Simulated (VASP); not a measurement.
Wanted: the native input for a VASP 6.6.1 run.

| Quantity | Value |
| --- | --- |
| Task | single point |
| Functional | PBEsol |
| Potentials or basis | VASP PAW PBE potentials, release 64 (K_sv, Cl) |
| Cutoff | 520 eV |
| k mesh | 6 × 6 × 6 |
| Occupations | gaussian, width 0.02 eV |
| Spin | no spin polarisation |
| Dipole correction | no |
| Further INCAR settings | ALGO = Normal; EDIFF = 1e-07; NBANDS = 15 |

The structure of KCl lies in POSCAR:

```
KCl
1.0
    0.0000000000      3.1214839273      3.1214839273
    3.1214839273      0.0000000000      3.1214839273
    3.1214839273      3.1214839273      0.0000000000
K Cl
1 1
Direct
    0.0000000000      0.0000000000      0.0000000000
    0.5000000000      0.5000000000      0.5000000000
```

These files were run (other wordings do the same):

INCAR

```
SYSTEM = KCl
PREC = Accurate
ENCUT = 520
EDIFF = 1E-7
ISMEAR = 0
SIGMA = 0.02
LREAL = .False.
LASPH = .True.
NELM = 60
ALGO = Normal
ISIF = 2
LWAVE = .False.
LCHARG = .False.
GGA = PS
NBANDS = 15
```

KPOINTS

```
regular mesh
0
Gamma
  6 6 6
  0 0 0
```

Potentials or basis: VASP PAW PBE potentials, release 64 (K_sv, Cl).

Launch:

```sh
$ cat potpaw_PBE.64/K_sv/POTCAR potpaw_PBE.64/Cl/POTCAR > POTCAR
$ mpirun -np 1 vasp_std > vasp.out
```

Results of the run:

The pressure is 0.1 GPa. The band gap on the k mesh is 5.10 eV, direct.

Caveat: the PAW data sets were made with another functional, which shifts forces and pressure a little.

Run time: 10 s on 1 thread of Intel(R) Xeon(R) 6975P-C (Granite Rapids) (shared host), peak memory 0.2 GiB.
